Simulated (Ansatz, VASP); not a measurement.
# Sb in VASP and in Ansatz

```xyz
2
Lattice="2.1542 1.2437 3.7580 -2.1542 1.2437 3.7580 0.0000 -2.4875 3.7580" Properties=species:S:1:pos:R:3 pbc="T T T"
Sb    0.0271   -0.0085    8.5965
Sb    0.0487    0.0409    2.6298
```

Change from the starting cell: atoms moved at random, drawn with an rms of 0.05 Å.

Alike in both runs: task single point; functional PBE; k mesh 8 × 8 × 8; occupations fermi-dirac, width 0.05 eV; no spin polarisation.

|  | VASP | Ansatz |
| --- | --- | --- |
| version | VASP 6.6.1 | Ansatz 0.2.0 |
| potentials or method | VASP PAW PBE potentials, release 64 (Sb) | Ansatz PAW |
| plane-wave cutoff (eV) | 500 | 420 |
| valence electrons in the cell | 10 | 30 |

VASP gave:

- gap on the k mesh at the Fermi level (eV): none
- pressure (GPa): 2.2
- traceless stress, the component that is largest in VASP (GPa): -0.53
- rms of the force components (eV/Å): 0.064

Question: What did Ansatz give for the same quantities?

Answer: gap on the k mesh at the Fermi level (eV): none; pressure (GPa): 2.2; traceless stress, the component that is largest in VASP (GPa): -0.50; rms of the force components (eV/Å): 0.062.

Atom by atom the forces differ by 0.021 eV/Å (rms over components). A gap of «none» marks a metal or a gap that the smearing closes. VASP's potentials hold 10 valence electrons a cell and Ansatz's 30, so a difference there can come from the potentials and not from the codes.

Neither program's run includes spin-orbit coupling.
